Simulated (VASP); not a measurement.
Input of a VASP 6.6.1 run:

File POSCAR:

```
AlN
1.0
    6.2595139092      0.0000000618      0.0000000000
   -3.1297570081      5.4208980298      0.0000000000
    0.0000000000      0.0000000000      5.0174032950
Al N
8 8
Direct
    0.3333333333      0.1666666667      0.4992353700
    0.1666666667      0.3333333333      0.9992353700
    0.3333333333      0.6666666667      0.4992353700
    0.1666666667      0.8333333333      0.9992353700
    0.8333333333      0.1666666667      0.4992353700
    0.6666666667      0.3333333333      0.9992353700
    0.8333333333      0.6666666667      0.4992353700
    0.6666666667      0.8333333333      0.9992353700
    0.3333333333      0.1666666667      0.8807646300
    0.1666666667      0.3333333333      0.3807646300
    0.3333333333      0.6666666667      0.8807646300
    0.1666666667      0.8333333333      0.3807646300
    0.8333333333      0.1666666667      0.8807646300
    0.6666666667      0.3333333333      0.3807646300
    0.8333333333      0.6666666667      0.8807646300
    0.6666666667      0.8333333333      0.3807646300
```

The input INCAR.step1:

```
SYSTEM = AlN
PREC     = Accurate       ! precision mode
ENCUT    = 520            ! plane-wave cutoff, eV
EDIFF    = 1E-5           ! SCF threshold, eV
ISMEAR   = -1             ! smearing method
SIGMA    = 0.01           ! smearing width, eV
LREAL    = Auto         
LASPH    = .True.         ! aspherical terms in the spheres
NELM     = 60             ! most SCF steps
ALGO     = Normal         ! electronic algorithm
ISIF     = 2              ! what is computed and relaxed
LWAVE    = .True.         ! write WAVECAR
GGA      = PE             ! functional
NBANDS   = 46             ! bands
```

The input INCAR.step2:

```
SYSTEM = AlN
PREC     = Accurate       ! precision mode
ENCUT    = 520            ! plane-wave cutoff, eV
EDIFF    = 1E-6           ! SCF threshold, eV
ISMEAR   = -1             ! smearing method
SIGMA    = 0.01           ! smearing width, eV
LREAL    = Auto         
LASPH    = .True.         ! aspherical terms in the spheres
NELM     = 60             ! most SCF steps
ALGO     = Normal         ! electronic algorithm
ISIF     = 2              ! what is computed and relaxed
LWAVE    = .False.        ! write WAVECAR
LCHARG   = .True.         ! write CHGCAR
GGA      = PE             ! functional
LHFCALC  = .True.         ! exact exchange
AEXX     = 0.25           ! exact-exchange fraction
PRECFOCK = Fast         
LELF     = .True.         ! ELF
LVHAR    = .True.       
ISTART   = 1            
NBANDS   = 46             ! bands
```

The input KPOINTS:

```
Automatic mesh
0
Gamma
  1 1 2
  0.25 0.25 0.25
```

Potentials or basis: VASP PAW PBE potentials, release 64 (Al, N).

Run with:

```bash
$ cat potpaw_PBE.64/Al/POTCAR potpaw_PBE.64/N/POTCAR > POTCAR
$ cp INCAR.step1 INCAR
$ mpirun -np 1 vasp_std > vasp.out
$ cp INCAR.step2 INCAR
$ mpirun -np 1 vasp_std > vasp.out
```

Q: Predict the band gap on the k mesh.

A: 7.86 eV.

Q: Predict the pressure.

A: -5.8 GPa.

Stress tensor (GPa, compression positive):
```
-7.09  0.00  0.00
 0.00 -7.09  0.00
 0.00  0.00 -3.35
```

Caveat: the k points lie up to 0.58 Å⁻¹ apart; the PAW data sets were made with another functional, which shifts forces and pressure a little; a shifted mesh leaves out Γ, where band edges can lie. A k mesh can miss the band edges.
